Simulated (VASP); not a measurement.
Here is a VASP 6.6.1 calculation.

Contents of INCAR:

```
PREC     = Accurate       # precision mode
ENCUT    = 520            # plane-wave cutoff, eV
EDIFF    = 1E-8           # SCF threshold, eV
ISMEAR   = -1             # smearing method
SIGMA    = 0.05           # smearing width, eV
LREAL    = F              # projectors in reciprocal space
LASPH    = T              # aspherical terms in the spheres
NELM     = 150            # most SCF steps
ALGO     = Normal         # electronic algorithm
ISIF     = 2              # what is computed and relaxed
LWAVE    = F              # write WAVECAR
LCHARG   = F              # write CHGCAR
MAGMOM   = 0 0 0 0 0 0    # initial moments
LORBIT   = 11             # projections on sites
LSORBIT  = T              # spin-orbit coupling
GGA_COMPAT= F            
LORBMOM  = T            
LMAXMIX  = 4              # l up to which the mixer works
GGA      = PE             # functional
LEFG     = T            
NBANDS   = 29             # bands
```

The input KPOINTS:

```
regular mesh
0
Gamma
  15 15 15
```

The input POSCAR:

```
AlRu
1.0
    2.9916000000      0.0000000000      0.0000000000
    0.0000000000      2.9916000000      0.0000000000
    0.0000000000      0.0000000000      2.9916000000
Al Ru
1 1
Direct
    0.0000000000      0.0000000000      0.0000000000
    0.5000000000      0.5000000000      0.5000000000
```

Potentials or basis: VASP PAW PBE potentials, release 64 (Al, Ru_pv).

Launch:

```console
$ cat potpaw_PBE.64/Al/POTCAR potpaw_PBE.64/Ru_pv/POTCAR > POTCAR
$ mpirun -np 1 vasp_ncl > vasp.out
```

Estimate the net moment.

0.00 μB per cell.

Estimate the pressure.

2.6 GPa.

Moments on the atoms (μB; x, y, z):
```
Al  0.00 0.00 0.00
Ru  0.00 0.00 0.00
```

Caveat: without QUAD_EFG the Cq values of the log hold for a quadrupole moment of 1 mb, not for the nuclei.
